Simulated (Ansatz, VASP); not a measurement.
## Na in VASP and in Ansatz

```
Na
1.0
    -2.11271    2.11271    2.11271
     2.11271   -2.11271    2.11271
     2.11271    2.11271   -2.11271
Na
1
Cartesian
  0.0000 0.0000 0.0000
```

Alike in both runs: task single point; functional revPBE; k mesh 17 × 17 × 17; occupations fermi-dirac, width 0.1 eV; no spin polarisation.

```csv
,VASP,Ansatz
version,VASP 6.6.1,Ansatz 0.2.0
potentials or method,"VASP PAW PBE potentials, release 64 (Na_pv), cutoff 520 eV","plane waves (420 eV) with PAW, scalar-relativistic"
valence electrons in the cell,7,9
```

```tsv
	VASP	Ansatz	Ansatz less VASP
pressure (GPa)	0.3	0.3	-0.02
```

VASP's potentials were made for PBE, not for revPBE. VASP's potentials hold 7 valence electrons a cell and Ansatz's 9, so a difference there can come from the potentials and not from the codes.
